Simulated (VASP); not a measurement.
Here is a VASP 6.6.1 calculation.

INCAR

```
PREC     = Accurate       # precision mode
ENCUT    = 500            # plane-wave cutoff, eV
EDIFF    = 1E-6           # SCF threshold, eV
ISMEAR   = 0              # smearing method
SIGMA    = 0.1            # smearing width, eV
LREAL    = F              # projectors in reciprocal space
LASPH    = T              # aspherical terms in the spheres
NELM     = 120            # most SCF steps
ALGO     = Normal         # electronic algorithm
ISIF     = 2              # what is computed and relaxed
LWAVE    = F              # write WAVECAR
LCHARG   = T              # write CHGCAR
GGA      = PS             # functional
LELF     = T              # ELF
LVHAR    = T            
NBANDS   = 16             # bands
GGA_COMPAT= F
```

The input KPOINTS:

```
Automatic mesh
0
Gamma
  6 6 6
```

File POSCAR:

```
GaP
1.0
    0.0000000000      2.7252500000      2.7252500000
    2.7252500000      0.0000000000      2.7252500000
    2.7252500000      2.7252500000      0.0000000000
Ga P
1 1
Direct
    0.0000000000      0.0000000000      0.0000000000
    0.2500000000      0.2500000000      0.2500000000
```

Potentials or basis: VASP PAW PBE potentials, release 64 (Ga_d, P).

Command:

```console
$ cat potpaw_PBE.64/Ga_d/POTCAR potpaw_PBE.64/P/POTCAR > POTCAR
$ mpirun -np 1 vasp_std > vasp.out
```

Q: Estimate the pressure.

A: -0.6 GPa.

Q: What does it give for the band gap on the k mesh?

A: 1.51 eV (least direct gap 1.75 eV).

Caveat: the PAW data sets were made with another functional, which shifts forces and pressure a little. A k mesh can miss the band edges.
